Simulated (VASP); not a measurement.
# Hg2OF2 in VASP: notebook

Hg2OF2 is run at these levels: PBE; tasks: single point.

Everything below comes from runs of VASP 6.6.1. Logs are shortened: lines on timing, memory, paths and dates and some standing lists are left out, and cuts for length are marked.

## (1) The cell of the first run

The cell holds a molecule in a box, 5 atoms: a = 10.290 Å, b = 10.480 Å, c = 15.810 Å, α = 90.00°, β = 90.00°, γ = 90.00°.

## (2) Single point, PBE

INCAR

```
SYSTEM = Hg2OF2
PREC = Accurate
ENCUT = 520
EDIFF = 1E-6
ISMEAR = 0
SIGMA = 0.01
LREAL = .False.
LASPH = .True.
NELM = 60
ALGO = Normal
ISIF = 2
LWAVE = .False.
LCHARG = .False.
GGA = PE
NBANDS = 30
```

KPOINTS

```
Automatic mesh
0
Gamma
  1 1 1
  0 0 0
```

POSCAR

```
Hg2OF2
1.0
   10.2900000000      0.0000000000      0.0000000000
    0.0000000000     10.4800000000      0.0000000000
    0.0000000000      0.0000000000     15.8100000000
Hg O F
2 1 2
Direct
    0.5041438300      0.5044675600      0.6067179000
    0.5041438300      0.5044675600      0.3935496500
    0.4373177800      0.4293893100      0.5001340900
    0.5628707500      0.5704465600      0.7156375700
    0.5628707500      0.5704465600      0.2846299800
```

Potentials or basis: VASP PAW PBE potentials, release 64 (Hg, O, F).

Command:

```bash
$ cat potpaw_PBE.64/Hg/POTCAR potpaw_PBE.64/O/POTCAR potpaw_PBE.64/F/POTCAR > POTCAR
$ mpirun -np 1 vasp_gam > vasp.out
```

OUTCAR:

```text
SYSTEM = Hg2OF2
   PREC = Accurate
   ENCUT = 520
   EDIFF = 1E-6
   ISMEAR = 0
   LREAL = .False.
   LASPH = .True.
   NELM = 60
   ISIF = 2
   GGA = PE

 ion  position               nearest neighbor table
   1  0.504  0.504  0.607-   4 1.95   3 1.98   2 3.37
   2  0.504  0.504  0.394-   5 1.95   3 1.98   1 3.37
   3  0.437  0.429  0.500-   1 1.98   2 1.98
   4  0.563  0.570  0.716-   1 1.95
   5  0.563  0.570  0.285-   2 1.95

  LATTYP: Found a simple orthorhombic cell.
 ALAT       =    10.2900000000
 B/A-ratio  =     1.0184645287
 C/A-ratio  =     1.5364431487

  Lattice vectors:

 A1 = (  10.2900000000,   0.0000000000,   0.0000000000)
 A2 = (   0.0000000000,  10.4800000000,   0.0000000000)
 A3 = (   0.0000000000,   0.0000000000,  15.8100000000)

Analysis of symmetry for initial positions (statically):
=====================================================================
 Subroutine PRICEL returns:
 Original cell was already a primitive cell.

 Routine SETGRP: Setting up the symmetry group for a
 simple orthorhombic supercell.

 Subroutine GETGRP returns: Found  2 space group operations
 (whereof  1 operations were pure point group operations)
 out of a pool of  8 trial point group operations.

The static configuration has the point symmetry C_1 .
 The point group associated with its full space group is C_1h.

Analysis of symmetry for dynamics (positions and initial velocities):
=====================================================================
 Subroutine PRICEL returns:
 Original cell was already a primitive cell.

 Routine SETGRP: Setting up the symmetry group for a
 simple orthorhombic supercell.

 Subroutine GETGRP returns: Found  2 space group operations
 (whereof  1 operations were pure point group operations)
 out of a pool of  8 trial point group operations.

The dynamic configuration has the point symmetry C_1 .
 The point group associated with its full space group is C_1h.

 Subroutine INISYM returns: Found  2 space group operations
 (whereof  1 operations are pure point group operations),
 and found     1 'primitive' translations

----------------------------------------------------------------------------------------

                                     Primitive cell

  volume of cell :    1704.9378

  direct lattice vectors                    reciprocal lattice vectors
    10.290000000  0.000000000  0.000000000     0.097181730  0.000000000  0.000000000
     0.000000000 10.480000000  0.000000000     0.000000000  0.095419847  0.000000000
     0.000000000  0.000000000 15.810000000     0.000000000  0.000000000  0.063251107

  length of vectors
    10.290000000 10.480000000 15.810000000     0.097181730  0.095419847  0.063251107

  position of ions in fractional coordinates (direct lattice)
     0.504143830  0.504467560  0.606717900
     0.504143830  0.504467560  0.393549650
     0.437317780  0.429389310  0.500134090
     0.562870750  0.570446560  0.715637570
     0.562870750  0.570446560  0.284629980

  ion indices of the primitive-cell ions
   primitive index   ion index
                 1           1
                 2           2
                 3           3
                 4           4
                 5           5

----------------------------------------------------------------------------------------

 KPOINTS: Automatic mesh

Automatic generation of k-mesh.
 Grid dimensions read from file:
 generate k-points for:    1    1    1

 Generating k-lattice:

  Cartesian coordinates                     Fractional coordinates (reciprocal lattice)
     0.097181730  0.000000000  0.000000000     1.000000000  0.000000000  0.000000000
     0.000000000  0.095419847  0.000000000     0.000000000  1.000000000  0.000000000
     0.000000000  0.000000000  0.063251107     0.000000000  0.000000000  1.000000000

  Length of vectors
     0.097181730  0.095419847  0.063251107

  Shift w.r.t. Gamma in fractional coordinates (k-lattice)
     0.000000000  0.000000000  0.000000000

 Subroutine IBZKPT returns following result:
 ===========================================

 Found      1 irreducible k-points:

 Following reciprocal coordinates:
            Coordinates               Weight
  0.000000  0.000000  0.000000      1.000000
   k-points           NKPTS =      1   k-points in BZ     NKDIM =      1   number of bands    NBANDS=     30
   number of dos      NEDOS =    301   number of ions     NIONS =      5
   total plane-waves  NPLWV = 768000
   dimension x,y,z NGX =    80 NGY =   80 NGZ =  120
   dimension x,y,z NGXF=   160 NGYF=  160 NGZF=  240
   ions per type =               2   1   2
   NGX,Y,Z   is equivalent  to a cutoff of  12.92, 12.69, 12.62 a.u.
   NGXF,Y,Z  is equivalent  to a cutoff of  25.85, 25.38, 25.24 a.u.
 SYSTEM =  Hg2OF2
   PREC   = accura    normal or accurate (medium, high low for compatibility)
   ISTART =      0    job   : 0-new  1-cont  2-samecut
   ICHARG =      2    charge: 1-file 2-atom 10-const
   ISPIN  =      1    spin polarized calculation?
   LNONCOLLINEAR =      F non collinear calculations
   LSORBIT =      F    spin-orbit coupling
   LASPH  =      T    aspherical Exc in radial PAW
   ENCUT  =  520.0 eV  38.22 Ry    6.18 a.u.  19.13 19.49 29.40*2*pi/ulx,y,z
   NELM   =     60;   NELMIN=  2; NELMDL= -5     # of ELM steps
   EDIFF  = 0.1E-05   stopping-criterion for ELM
   LREAL  =      F    real-space projection
   EDIFFG = 0.1E-04   stopping-criterion for IOM
   NSW    =      0    number of steps for IOM
   IBRION =     -1    ionic relax: 0-MD 1-quasi-New 2-CG
   NFREE  =      0    steps in history (QN), initial steepest desc. (CG)
   ISIF   =      2    stress and relaxation
   ISYM   =      2    0-nonsym 1-usesym 2-fastsym
   POTIM  = 0.5000    time-step for ionic-motion
   TEBEG  =    0.0;   TEEND  =   0.0 temperature during run
   PSTRESS=    0.0 pullay stress
   NELECT =      44.0000    total number of electrons
   NUPDOWN=      -1.0000    fix difference up-down
   EMIN   =  10.00;   EMAX   =-10.00  energy-range for DOS
   EFERMI =   0.00;   METHOD = LEGACY
   ISMEAR =     0;   SIGMA  =   0.01  broadening in eV -4-tet -1-fermi 0-gaus
   EFERMI_NEDOS =   21; number of points for ismear=-14 and -15
   IALGO  =     38    algorithm
   IMIX   =      4    mixing-type and parameters
     AMIX     =   0.40;   BMIX     =  1.00
     AMIX_MAG =   1.60;   BMIX_MAG =  1.00
  volume/ion in A,a.u.               =     340.99      2301.10
  Fermi-wavevector in a.u.,A,eV,Ry     =   0.483789  0.914229  3.184471  0.234052
  Thomas-Fermi vector in A             =   1.483140
   LORBIT       =      0    0 simple, 1 ext, 2 COOP (PROOUT), +10 PAW based schemes
   GGA     = PE    functional components
   LHFCALC =     F    Hartree Fock is set to
   AEXX    =    0.0000 exact exchange contribution
   IVDW    =     0    specifies the selected vdW correction
   LEPSILON=     F    determine dielectric tensor
   LRPA    =     F    only Hartree local field effects (RPA)
 non-spin polarized calculation
 Gauss-broadening in eV      SIGMA  =   0.01
  energy-cutoff  :      520.00
  volume of cell :     1704.94
 maximum number of plane-waves:     22966
 NGX is ok and might be reduce to    80
   NGX = 39   NGY = 39   NGZ = 59

 number of electron      44.0000016 magnetization

 Free energy of the ion-electron system (eV)
  ---------------------------------------------------
  ext. energy  EPLUGINS =         0.00000000
  ---------------------------------------------------
  free energy    TOTEN  =       -12.68508495 eV

  energy without entropy =      -12.68508495  energy(sigma->0) =      -12.68508495

 E-fermi :  -6.7668     XC(G=0):  -0.9934

 val. band max:       -6.8286565361   @ k =   0.0000   0.0000   0.0000
 cond. band min:      -3.5565448638   @ k =   0.0000   0.0000   0.0000
 fundamental gap:      3.2721116723
 Fermi energy:        -6.7668287892

 k-point     1 :       0.0000    0.0000    0.0000
  band No.  band energies     occupation
      1     -27.6648      2.00000
      2     -27.6543      2.00000
      3     -23.5362      2.00000
      4     -13.8100      2.00000
      5     -12.7921      2.00000
      6     -12.4537      2.00000
      7     -12.2186      2.00000
      8     -12.0823      2.00000
      9     -12.0366      2.00000
     10     -11.7022      2.00000
     11     -11.7012      2.00000
     12     -11.6383      2.00000
     13     -11.6339      2.00000
     14      -9.4826      2.00000
     15      -9.3514      2.00000
     16      -9.1965      2.00000
     17      -8.6308      2.00000
     18      -8.4483      2.00000
     19      -8.1622      2.00000
     20      -8.0514      2.00000
     21      -7.7013      2.00000
     22      -6.8287      2.00000
     23      -3.5565      0.00000
     24      -2.1588      0.00000
     25      -1.4531      0.00000
     26      -1.1452      0.00000
     27      -0.5065      0.00000
     28      -0.1626      0.00000
     29       0.0699      0.00000
     30       0.5693      0.00000

------------------------ aborting loop because EDIFF is reached ----------------------------------------

  FORCE on cell =-STRESS in cart. coord.  units (eV):
  Direction    XX          YY          ZZ          XY          YZ          ZX
  --------------------------------------------------------------------------------------
  -------------------------------------------------------------------------------------
  Total        0.1327947      0.2174910      1.4647243      0.3100686      0.0000000      0.0000000
  in kB        0.1247909      0.2043823      1.3764420      0.2913801      0.0000000      0.0000000
  external PRESSURE =       0.5685384 kB  Pullay stress =       0.0000000 kB

 VOLUME and BASIS-vectors are now :
 -----------------------------------------------------------------------------
  energy-cutoff  :      520.00
  volume of cell :     1704.94
      direct lattice vectors                 reciprocal lattice vectors
    10.290000000  0.000000000  0.000000000     0.097181730  0.000000000  0.000000000
     0.000000000 10.480000000  0.000000000     0.000000000  0.095419847  0.000000000
     0.000000000  0.000000000 15.810000000     0.000000000  0.000000000  0.063251107

 POSITION                                       TOTAL-FORCE (eV/Angst)
 -----------------------------------------------------------------------------------
      5.18764      5.28682      9.59221        -0.057235     -0.065902     -0.324437
      5.18764      5.28682      6.22202        -0.057235     -0.065902      0.324437
      4.50000      4.50000      7.90712        -0.153939     -0.176342      0.000000
      5.79194      5.97828     11.31423         0.134204      0.154073      0.393066
      5.79194      5.97828      4.50000         0.134204      0.154073     -0.393066
 -----------------------------------------------------------------------------------
    total drift:                               -0.000575      0.001786      0.021043

  FREE ENERGIE OF THE ION-ELECTRON SYSTEM (eV)
  ---------------------------------------------------
  free  energy   TOTEN  =       -12.6850849488 eV

  energy  without entropy=      -12.6850849488  energy(sigma->0) =      -12.68508495
```

Wall time 3.2 min (1 thread of Intel Xeon Platinum 8259CL at 2.50GHz (Skylake/Cascade Lake), shared host); peak memory 1.3 GiB.

Results:

- Free energy: -12.6851 eV
- Largest force: 0.443 eV/Å
- Gap between the frontier levels: 3.27 eV

Forces in eV/Å, atoms in the order of the input:
```
Hg  -0.057 -0.066 -0.324
Hg  -0.057 -0.066  0.324
O   -0.154 -0.176  0.000
F    0.134  0.154  0.393
F    0.134  0.154 -0.393
```

Levels at points of the mesh, in eV from the valence-band top:
```tsv
k point	band 18	band 19	band 20	band 21	band 22	band 23	band 24	band 25	band 26	band 27
(0.00, 0.00, 0.00)	-1.62	-1.33	-1.22	-0.87	0.00	3.27	4.67	5.38	5.68	6.32
```

Caveat: spin-orbit coupling is left out, which moves the levels of the heavy elements.

## (3) Single point, PBE, non-collinear spin, zero start, spin-orbit coupling

INCAR

```
SYSTEM = Hg2OF2
PREC     = Accurate       ! precision mode
ENCUT    = 520            ! plane-wave cutoff, eV
EDIFF    = 1E-6           ! SCF threshold, eV
ISMEAR   = 0              ! smearing method
SIGMA    = 0.01           ! smearing width, eV
LREAL    = .FALSE.        ! projectors in reciprocal space
LASPH    = .TRUE.         ! aspherical terms in the spheres
NELM     = 150            ! most SCF steps
ALGO     = Normal         ! electronic algorithm
ISIF     = 2              ! what is computed and relaxed
LWAVE    = .FALSE.        ! write WAVECAR
LCHARG   = .FALSE.        ! write CHGCAR
MAGMOM   = 0 0 0 0 0 0 0 0 0 0 0 0 0 0 0 ! initial moments
LORBIT   = 11             ! projections on sites
LSORBIT  = .TRUE.         ! spin-orbit coupling
GGA_COMPAT= .FALSE.      
LORBMOM  = .TRUE.       
GGA      = PE             ! functional
NBANDS   = 59             ! bands
```

KPOINTS

```
Automatic mesh
0
G
  1 1 1
  0 0 0
```

POSCAR is that of step 2.

Potentials or basis: VASP PAW PBE potentials, release 64 (Hg, O, F).

Command:

```bash
$ cat potpaw_PBE.64/Hg/POTCAR potpaw_PBE.64/O/POTCAR potpaw_PBE.64/F/POTCAR > POTCAR
$ mpirun -np 1 vasp_ncl > vasp.out
```

Wall time 17 min (1 thread of Intel Xeon Platinum 8259CL at 2.50GHz (Skylake/Cascade Lake), shared host); peak memory 4 GiB.

It converged, with:

```yaml
Free_energy: -13.2350 eV
Largest_force: 0.361 eV/Å
Net_moment: 0.00 μB per cell
Valence_electrons_inside_the_program's_atomic_spheres: Hg 10.46; O 4.89; F 6.02
```

Forces on the atoms (eV/Å):
```
Hg  -0.056 -0.064 -0.326
Hg  -0.056 -0.064  0.326
O   -0.105 -0.120  0.000
F    0.108  0.124  0.321
F    0.108  0.124 -0.321
```

Moments on the atoms (μB; x, y, z):
```
Hg  0.00 0.00 0.00
Hg  0.00 0.00 0.00
O   0.00 0.00 0.00
F   0.00 0.00 0.00
F   0.00 0.00 0.00
```
